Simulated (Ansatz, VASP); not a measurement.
## Two plane-wave programs on SnO2

The input INCAR:

```
SYSTEM = SnO2
  PREC = Accurate
  ENCUT = 520
  EDIFF = 1E-7
  ISMEAR = 0
  SIGMA = 0.05
  LREAL = .False.
  LASPH = .True.
  NELM = 100
  ALGO = Normal
  ISIF = 2
  LWAVE = .False.
  LCHARG = .False.
  GGA = PE
  IVDW = 12
  NBANDS = 64
```

Contents of KPOINTS:

```
regular mesh
0
Gamma
  6 6 6
  0 0 0
```

File POSCAR:

```
SnO2
1.0
    3.2373377712      1.8690778337      4.2908446647
   -3.2373377712      1.8690778337      4.2908446647
    0.0000000000     -3.7381556673      4.2908446647
Sn O
4 8
Direct
    0.8683931664      0.8629718036      0.8629718038
    0.3683831213      0.3629992942      0.8629819809
    0.3683831213      0.8629819807      0.3629992945
    0.8683946966      0.3629928897      0.3629928900
    0.1140034269      0.6247907755      0.6247907690
    0.6139368830      0.1247863562      0.6247734282
    0.6139368830      0.6247734347      0.1247863498
    0.5889305586      0.6181407376      0.6181407422
    0.1139832762      0.1247886943      0.1247886878
    0.0888645514      0.1181695884      0.6181490620
    0.0888645514      0.6181490574      0.1181695930
    0.5888912612      0.1181416423      0.1181416469
```

Input for Ansatz:

```yaml
crystal:
  lattice:
    - [3.2373377712, 1.8690778337, 4.2908446647]
    - [-3.2373377712, 1.8690778337, 4.2908446647]
    - [0.0, -3.7381556673, 4.2908446647]
  atoms:
    - { symbol: Sn, position: [0.8683931664, 0.8629718036, 0.8629718038] }
    - { symbol: Sn, position: [0.3683831213, 0.3629992942, 0.8629819809] }
    - { symbol: Sn, position: [0.3683831213, 0.8629819807, 0.3629992945] }
    - { symbol: Sn, position: [0.8683946966, 0.3629928897, 0.36299289] }
    - { symbol: O, position: [0.1140034269, 0.6247907755, 0.624790769] }
    - { symbol: O, position: [0.613936883, 0.1247863562, 0.6247734282] }
    - { symbol: O, position: [0.613936883, 0.6247734347, 0.1247863498] }
    - { symbol: O, position: [0.5889305586, 0.6181407376, 0.6181407422] }
    - { symbol: O, position: [0.1139832762, 0.1247886943, 0.1247886878] }
    - { symbol: O, position: [0.0888645514, 0.1181695884, 0.618149062] }
    - { symbol: O, position: [0.0888645514, 0.6181490574, 0.118169593] }
    - { symbol: O, position: [0.5888912612, 0.1181416423, 0.1181416469] }
basis:
  ecutwfc: 520.0
kpoints:
  mp_grid: { grid: [6, 6, 6] }
hamiltonian:
  xc: pbe
  pseudopotentials: { kind: paw, azcp: { folder: soft_1 } }
  dispersion: d3bj
scf:
  occupations: { method: gaussian, width: 0.05 }
output:
  forces: true
  stress: true
  eigenvalues: true
```

Change from the starting cell: mode 20 frozen in at -0.075 Å and mode 26 at +0.035 Å (largest displacements).

Alike in both runs: task single point; functional PBE; dispersion D3(BJ); k mesh 6 × 6 × 6; occupations gaussian, width 0.05 eV; no spin polarisation.

|  | VASP | Ansatz |
| --- | --- | --- |
| version | VASP 6.6.1 | Ansatz 0.2.0 |
| potentials or method | VASP PAW PBE potentials, release 64 (Sn_d, O), cutoff 520 eV | scalar-relativistic, plane waves, PAW |
| valence electrons in the cell | 104 | 104 |

```csv
,VASP,Ansatz,Ansatz less VASP
gap on the k mesh at the Fermi level (eV),1.54,1.56,+0.021
least direct gap on the mesh (eV),1.54,1.56,+0.021
pressure (GPa),1.8,1.1,-0.69
"traceless stress, the component that is largest in VASP (GPa)",1.76,1.74,-0.024
rms of the force components (eV/Å),0.528,0.510,-0.0177
```

Atom by atom the forces differ by 0.031 eV/Å (rms over components).
